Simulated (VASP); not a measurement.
# Si62C (a cell with a defect) in VASP: single point with PBE

Aim: the single point of Si62C (a cell with a defect) with PBE.

Everything below comes from runs of VASP 6.6.1. Logs are shortened: lines on timing, memory, paths and dates and some standing lists are left out, and cuts for length are marked.

### 1 The cell of the first run

The cell holds a defect, 63 atoms: a = 10.860 Å, b = 10.860 Å, c = 10.860 Å, α = 90.00°, β = 90.00°, γ = 90.00°.

### 2 Single point, PBE

INCAR reads:

```
PREC = Accurate
ENCUT = 520
EDIFF = 1E-6
ISMEAR = 0
SIGMA = 0.02
LREAL = Auto
LASPH = True
NELM = 60
ALGO = Normal
ISIF = 2
LWAVE = False
LCHARG = False
GGA = PE
NELECT = 254.0
NBANDS = 163
```

KPOINTS reads:

```
Automatic mesh
0
Gamma
  1 1 1
```

POSCAR reads:

```
Si62C
1.0
   10.8600000000      0.0000000000      0.0000000000
    0.0000000000     10.8600000000      0.0000000000
    0.0000000000      0.0000000000     10.8600000000
Si C
62 1
Direct
    0.5000669731     -0.0000669731      0.0020606292
    0.6231188526      0.1277738798      0.1268811474
    0.7499917696      0.2498725110      0.0000082304
    0.8739561369      0.3838534141      0.1159770670
    0.7479393708     -0.0000669731      0.2499330269
    0.8744252977      0.1254827847      0.3754827847
   -0.0063352580     -0.0072511742      0.0019996340
    0.1210139933      0.1241107570      0.1239113210
    0.2490363062      0.2509636938      0.0002445880
    0.3758892430      0.3789860067      0.1239113210
    0.5072511742      0.5063352580      0.0019996340
    0.6326485976      0.6449085485      0.1173514024
    0.8550914515      0.8673514024      0.1173514024
    0.2461962410      0.0012656816      0.2512656816
    0.3739057829      0.1260942171      0.3760942171
    0.4987343184      0.2538037590      0.2512656816
    0.6260886790      0.3789860067      0.3741107570
    0.7480003660      0.5063352580      0.2427488258
    0.8744299314      0.6255700686      0.3727697234
    0.4987343184      0.0012656816      0.5038037590
    0.6260886790      0.1241107570      0.6289860067
    0.7497554120      0.2509636938      0.5009636938
    0.8753333637      0.3761727050      0.6261727050
    0.7480003660     -0.0072511742      0.7563352580
    0.8744299314      0.1227697234      0.8755700686
   -0.0126914557      0.5126914557     -0.0265632681
    0.1161465859      0.6260438631      0.1159770670
    0.2501274890      0.7500082304      0.0000082304
    0.3722261202      0.8768811474      0.1268811474
   -0.0031490254      0.2541230619      0.2454097369
    0.1246002588      0.3753997412      0.3726657738
    0.2458769381      0.5031490254      0.2454097369
    0.3745172153      0.6255747023      0.3754827847
    0.5000669731      0.7520606292      0.2499330269
    0.6231188526      0.8768811474      0.3777738798
   -0.0031490254     -0.0045902631      0.5041230619
    0.1246002588      0.1226657738      0.6253997412
    0.2494076163      0.2505923837      0.5005923837
    0.3773342262      0.3753997412      0.6253997412
    0.5045902631      0.5031490254      0.5041230619
    0.6340229330      0.6260438631      0.6338534141
    0.7499917696      0.7500082304      0.4998725110
    0.8739561369      0.8659770670      0.6338534141
    0.2458769381     -0.0045902631      0.7531490254
    0.3745172153      0.1254827847      0.8755747023
    0.5045902631      0.2541230619      0.7531490254
    0.6340229330      0.3838534141      0.8760438631
    0.7765632681      0.5126914557      0.7626914557
   -0.0063352580      0.7519996340      0.2427488258
    0.1210139933      0.8739113210      0.3741107570
    0.0005936111      0.4994063889      0.4989288566
    0.1238272950      0.6246666363      0.6261727050
    0.2490363062      0.7502445880      0.5009636938
    0.3758892430      0.8739113210      0.6289860067
    0.0005936111      0.2489288566      0.7494063889
    0.1238272950      0.3761727050      0.8746666363
    0.2510711434      0.4994063889      0.7494063889
    0.3772302766      0.6255700686      0.8755700686
    0.5072511742      0.7519996340      0.7563352580
    0.6326485976      0.8673514024      0.8949085485
   -0.0126914557      0.7234367319      0.7626914557
    0.1161465859      0.8659770670      0.8760438631
    0.9089415354      0.5910584646     -0.1589415354
```

Potentials or basis: VASP PAW PBE potentials, release 64 (Si, C).

On the command line:

```console
$ cat potpaw_PBE.64/Si/POTCAR potpaw_PBE.64/C/POTCAR > POTCAR
$ mpirun -np 1 vasp_gam > vasp.out
```

OUTCAR:

```text
PREC = Accurate
   ENCUT = 520
   EDIFF = 1E-6
   ISMEAR = 0
   LREAL = Auto
   LASPH = True
   NELM = 60
   ISIF = 2
   GGA = PE
   NELECT = 254.0

 ion  position               nearest neighbor table
   1  0.500  1.000  0.002-  60 2.35  29 2.36   2 2.36  45 2.37
   2  0.623  0.128  0.127-  16 2.35   5 2.36   1 2.36   3 2.36
   3  0.750  0.250  0.000-   4 2.35  47 2.35   2 2.36  25 2.36
   4  0.874  0.384  0.116-   3 2.35  18 2.35  30 2.40  26 2.42
   5  0.748  1.000  0.250-  13 2.35   2 2.36  35 2.36   6 2.37
   6  0.874  0.125  0.375-  22 2.36   5 2.37  30 2.39  36 2.39
   7  0.994  0.993  0.002-  62 2.35  25 2.36  13 2.39   8 2.39
   8  0.121  0.124  0.124-  14 2.35  30 2.36   9 2.37   7 2.39
   9  0.249  0.251  0.000-  45 2.36  56 2.36   8 2.37  10 2.37
  10  0.376  0.379  0.124-  16 2.35  32 2.36   9 2.37  11 2.39
  11  0.507  0.506  0.002-  47 2.35  58 2.36  12 2.39  10 2.39
  12  0.633  0.645  0.117-  34 2.35  18 2.39  11 2.39
  13  0.855  0.867  0.117-   5 2.35   7 2.39  49 2.39
  14  0.246  0.001  0.251-  29 2.35   8 2.35  50 2.35  15 2.37
  15  0.374  0.126  0.376-  38 2.34  16 2.37  20 2.37  14 2.37
  16  0.499  0.254  0.251-   2 2.35  10 2.35  17 2.35  15 2.37
  17  0.626  0.379  0.374-  16 2.35  40 2.36  22 2.37  18 2.39
  18  0.748  0.506  0.243-   4 2.35  19 2.36  12 2.39  17 2.39
  19  0.874  0.626  0.373-  18 2.36  49 2.36  42 2.36  51 2.37
[... 38 lines left out ...]
  58  0.377  0.626  0.876-  11 2.36  59 2.36  28 2.36  57 2.37
  59  0.507  0.752  0.756-  41 2.35  58 2.36  60 2.39  54 2.39
  60  0.633  0.867  0.895-   1 2.35  24 2.39  59 2.39
  61  0.987  0.723  0.763-  63 1.87  52 2.36  62 2.42  43 2.42
  62  0.116  0.866  0.876-  28 2.35   7 2.35  44 2.40  61 2.42
  63  0.909  0.591  0.841-  26 1.87  48 1.87  61 1.87

  LATTYP: Found a simple cubic cell.
 ALAT       =    10.8600000000

  Lattice vectors:

 A1 = (  10.8600000000,   0.0000000000,   0.0000000000)
 A2 = (   0.0000000000,  10.8600000000,   0.0000000000)
 A3 = (   0.0000000000,   0.0000000000,  10.8600000000)

Analysis of symmetry for initial positions (statically):
=====================================================================
 Subroutine PRICEL returns:
 Original cell was already a primitive cell.

 Routine SETGRP: Setting up the symmetry group for a
 simple cubic supercell.

 Subroutine GETGRP returns: Found  6 space group operations
 (whereof  1 operations were pure point group operations)
 out of a pool of 48 trial point group operations.

The static configuration has the point symmetry C_1 .
 The point group associated with its full space group is C_3v.

Analysis of symmetry for dynamics (positions and initial velocities):
=====================================================================
 Subroutine PRICEL returns:
 Original cell was already a primitive cell.

 Routine SETGRP: Setting up the symmetry group for a
 simple cubic supercell.

 Subroutine GETGRP returns: Found  6 space group operations
 (whereof  1 operations were pure point group operations)
 out of a pool of 48 trial point group operations.

The dynamic configuration has the point symmetry C_1 .
 The point group associated with its full space group is C_3v.

 Subroutine INISYM returns: Found  6 space group operations
 (whereof  1 operations are pure point group operations),
 and found     1 'primitive' translations

----------------------------------------------------------------------------------------

                                     Primitive cell

  volume of cell :    1280.8241

  direct lattice vectors                    reciprocal lattice vectors
    10.860000000  0.000000000  0.000000000     0.092081031  0.000000000  0.000000000
     0.000000000 10.860000000  0.000000000     0.000000000  0.092081031  0.000000000
     0.000000000  0.000000000 10.860000000     0.000000000  0.000000000  0.092081031

  length of vectors
    10.860000000 10.860000000 10.860000000     0.092081031  0.092081031  0.092081031

  position of ions in fractional coordinates (direct lattice)
     0.500066973  0.999933027  0.002060629
     0.623118853  0.127773880  0.126881147
     0.749991770  0.249872511  0.000008230
     0.873956137  0.383853414  0.115977067
     0.747939371  0.999933027  0.249933027
     0.874425298  0.125482785  0.375482785
[... 55 lines left out ...]
     0.116146586  0.865977067  0.876043863
     0.908941535  0.591058465  0.841058465

  ion indices of the primitive-cell ions
   primitive index   ion index
                 1           1
                 2           2
                 3           3
                 4           4
                 5           5
                 6           6
[... 55 lines left out ...]
                62          62
                63          63

----------------------------------------------------------------------------------------

 KPOINTS: Automatic mesh

Automatic generation of k-mesh.
 Grid dimensions read from file:
 generate k-points for:    1    1    1

 Generating k-lattice:

  Cartesian coordinates                     Fractional coordinates (reciprocal lattice)
     0.092081031  0.000000000  0.000000000     1.000000000  0.000000000  0.000000000
     0.000000000  0.092081031  0.000000000     0.000000000  1.000000000  0.000000000
     0.000000000  0.000000000  0.092081031     0.000000000  0.000000000  1.000000000

  Length of vectors
     0.092081031  0.092081031  0.092081031

  Shift w.r.t. Gamma in fractional coordinates (k-lattice)
     0.000000000  0.000000000  0.000000000

 Subroutine IBZKPT returns following result:
 ===========================================

 Found      1 irreducible k-points:

 Following reciprocal coordinates:
            Coordinates               Weight
  0.000000  0.000000  0.000000      1.000000
   k-points           NKPTS =      1   k-points in BZ     NKDIM =      1   number of bands    NBANDS=    163
   number of dos      NEDOS =    301   number of ions     NIONS =     63
   total plane-waves  NPLWV = 592704
   dimension x,y,z NGX =    84 NGY =   84 NGZ =   84
   dimension x,y,z NGXF=   168 NGYF=  168 NGZF=  168
   ions per type =              62   1
   NGX,Y,Z   is equivalent  to a cutoff of  12.86, 12.86, 12.86 a.u.
   NGXF,Y,Z  is equivalent  to a cutoff of  25.72, 25.72, 25.72 a.u.
 SYSTEM =  unknown system
   PREC   = accura    normal or accurate (medium, high low for compatibility)
   ISTART =      0    job   : 0-new  1-cont  2-samecut
   ICHARG =      2    charge: 1-file 2-atom 10-const
   ISPIN  =      1    spin polarized calculation?
   LNONCOLLINEAR =      F non collinear calculations
   LSORBIT =      F    spin-orbit coupling
   LASPH  =      T    aspherical Exc in radial PAW
   ENCUT  =  520.0 eV  38.22 Ry    6.18 a.u.  20.19 20.19 20.19*2*pi/ulx,y,z
   NELM   =     60;   NELMIN=  2; NELMDL= -5     # of ELM steps
   EDIFF  = 0.1E-05   stopping-criterion for ELM
   LREAL  =      T    real-space projection
   EDIFFG = 0.1E-04   stopping-criterion for IOM
   NSW    =      0    number of steps for IOM
   IBRION =     -1    ionic relax: 0-MD 1-quasi-New 2-CG
   NFREE  =      0    steps in history (QN), initial steepest desc. (CG)
   ISIF   =      2    stress and relaxation
   ISYM   =      2    0-nonsym 1-usesym 2-fastsym
   POTIM  = 0.5000    time-step for ionic-motion
   TEBEG  =    0.0;   TEEND  =   0.0 temperature during run
   PSTRESS=    0.0 pullay stress
   NELECT =     254.0000    total number of electrons
   NUPDOWN=      -1.0000    fix difference up-down
   EMIN   =  10.00;   EMAX   =-10.00  energy-range for DOS
   EFERMI =   0.00;   METHOD = LEGACY
   ISMEAR =     0;   SIGMA  =   0.02  broadening in eV -4-tet -1-fermi 0-gaus
   EFERMI_NEDOS =   21; number of points for ismear=-14 and -15
   IALGO  =     38    algorithm
   IMIX   =      4    mixing-type and parameters
     AMIX     =   0.40;   BMIX     =  1.00
     AMIX_MAG =   1.60;   BMIX_MAG =  1.00
  volume/ion in A,a.u.               =      20.33       137.20
  Fermi-wavevector in a.u.,A,eV,Ry     =   0.954677  1.804077 12.400449  0.911407
  Thomas-Fermi vector in A             =   2.083445
   LORBIT       =      0    0 simple, 1 ext, 2 COOP (PROOUT), +10 PAW based schemes
   GGA     = PE    functional components
   LHFCALC =     F    Hartree Fock is set to
   AEXX    =    0.0000 exact exchange contribution
   IVDW    =     0    specifies the selected vdW correction
   LEPSILON=     F    determine dielectric tensor
   LRPA    =     F    only Hartree local field effects (RPA)
 non-spin polarized calculation
 Gauss-broadening in eV      SIGMA  =   0.02
  energy-cutoff  :      520.00
  volume of cell :     1280.82
 maximum number of plane-waves:     17229
 NGX is ok and might be reduce to    84
   NGX = 41   NGY = 41   NGZ = 41

 number of electron     253.9999995 magnetization

 Free energy of the ion-electron system (eV)
  ---------------------------------------------------
  ext. energy  EPLUGINS =         0.00000000
  ---------------------------------------------------
  free energy    TOTEN  =      -322.86668109 eV

  energy without entropy =     -322.84411351  energy(sigma->0) =     -322.85539730

 E-fermi :   6.2306     XC(G=0):  -9.3381

 val. band max:        6.2305712555   @ k =   0.0000   0.0000   0.0000
 cond. band min:       6.2305712556   @ k =   0.0000   0.0000   0.0000
 fundamental gap:      0.0000000001
 Fermi energy:         6.2305712555

 k-point     1 :       0.0000    0.0000    0.0000
  band No.  band energies     occupation
      1      -6.6418      2.00000
      2      -6.0615      2.00000
      3      -5.2163      2.00000
      4      -5.2163      2.00000
      5      -5.1740      2.00000
      6      -5.1740      2.00000
[... 131 lines left out ...]
    138       6.9050      0.00000
    139       6.9050      0.00000
 [bands above 139 left out]

------------------------ aborting loop because EDIFF is reached ----------------------------------------

  FORCE on cell =-STRESS in cart. coord.  units (eV):
  Direction    XX          YY          ZZ          XY          YZ          ZX
  --------------------------------------------------------------------------------------
  -------------------------------------------------------------------------------------
  Total       23.8842199     23.8842199     23.8842199     -7.3980687      7.3980687     -7.3980687
  in kB       29.8766684     29.8766684     29.8766684     -9.2542125      9.2542125     -9.2542125
  external PRESSURE =      29.8766684 kB  Pullay stress =       0.0000000 kB

 VOLUME and BASIS-vectors are now :
 -----------------------------------------------------------------------------
  energy-cutoff  :      520.00
  volume of cell :     1280.82
      direct lattice vectors                 reciprocal lattice vectors
    10.860000000  0.000000000  0.000000000     0.092081031  0.000000000  0.000000000
     0.000000000 10.860000000  0.000000000     0.000000000  0.092081031  0.000000000
     0.000000000  0.000000000 10.860000000     0.000000000  0.000000000  0.092081031

 POSITION                                       TOTAL-FORCE (eV/Angst)
 -----------------------------------------------------------------------------------
      5.43073     10.85927      0.02238        -0.010669      0.010669     -0.005734
      6.76707      1.38762      1.37793         0.000260      0.000338     -0.000260
      8.14491      2.71362      0.00009        -0.003015     -0.008348      0.003015
      9.49116      4.16865      1.25951        -0.003063      0.000731     -0.005415
      8.12262     10.85927      2.71427         0.005734      0.010669      0.010669
      9.49626      1.36274      4.07774        -0.007043     -0.012969     -0.012969
[... 55 lines left out ...]
      1.26135      9.40451      9.51384        -0.000731     -0.005415      0.003063
      9.87111      6.41889      9.13389         0.010709     -0.010709     -0.010709
 -----------------------------------------------------------------------------------
    total drift:                                0.006228     -0.006228     -0.006228

  FREE ENERGIE OF THE ION-ELECTRON SYSTEM (eV)
  ---------------------------------------------------
  free  energy   TOTEN  =      -322.8666810947 eV

  energy  without entropy=     -322.8441135113  energy(sigma->0) =     -322.85539730
```

Wall time 6.7 min (1 thread of Intel Xeon Platinum 8259CL at 2.50GHz (Skylake/Cascade Lake), shared host); peak memory 1 GiB.

Results:

```
Free energy   : -322.8667 eV
Largest force : 0.020 eV/Å
```

Forces on the atoms (eV/Å):
```
Si  -0.011  0.011 -0.006
Si   0.000  0.000  0.000
Si  -0.003 -0.008  0.003
Si  -0.003  0.001 -0.005
Si   0.006  0.011  0.011
Si  -0.007 -0.013 -0.013
Si  -0.004  0.002  0.009
Si   0.002  0.003 -0.005
Si   0.004 -0.004  0.002
Si  -0.003 -0.002 -0.005
Si  -0.002  0.004  0.009
Si  -0.004 -0.010  0.004
Si   0.010  0.004  0.004
Si  -0.001  0.001  0.001
Si   0.004 -0.004 -0.004
Si  -0.001  0.001  0.001
Si   0.005 -0.002  0.003
Si  -0.009  0.004  0.002
Si   0.001 -0.001 -0.003
Si  -0.001  0.001  0.001
Si   0.005  0.003 -0.002
Si  -0.002 -0.004 -0.004
Si  -0.009 -0.001 -0.001
Si  -0.009  0.002  0.004
Si   0.001 -0.003 -0.001
Si   0.004 -0.004  0.011
Si  -0.001  0.003 -0.005
Si   0.008  0.003  0.003
Si   0.000  0.000  0.000
Si   0.001  0.006  0.002
Si   0.003 -0.003  0.002
Si  -0.006 -0.001  0.002
Si   0.013  0.007 -0.013
Si  -0.011 -0.006  0.011
Si   0.000  0.000  0.000
Si   0.001  0.002  0.006
Si   0.003  0.002 -0.003
Si   0.002 -0.002 -0.002
Si  -0.002 -0.003 -0.003
Si  -0.002 -0.001  0.006
Si   0.005  0.003  0.001
Si  -0.003  0.003 -0.008
Si  -0.003 -0.005  0.001
Si  -0.006  0.002 -0.001
Si   0.013 -0.013  0.007
Si  -0.002  0.006 -0.001
Si   0.005  0.001  0.003
Si  -0.011 -0.004 -0.004
Si  -0.004  0.009  0.002
Si   0.002 -0.005  0.003
Si   0.001 -0.001 -0.006
Si   0.001  0.009 -0.001
Si   0.004  0.002 -0.004
Si  -0.003 -0.005 -0.002
Si   0.001 -0.006 -0.001
Si   0.001 -0.001  0.009
Si   0.006 -0.001 -0.001
Si   0.003 -0.001 -0.001
Si  -0.002  0.009  0.004
Si  -0.004  0.004 -0.010
Si   0.004  0.011 -0.004
Si  -0.001 -0.005  0.003
C    0.011 -0.011 -0.011
```

Caveat: the k points lie up to 0.58 Å⁻¹ apart; the cell carries a net charge on a neutralising background, which shifts energy and pressure; the cell is charged against a uniform background, so pressure and absolute levels hang on convention.
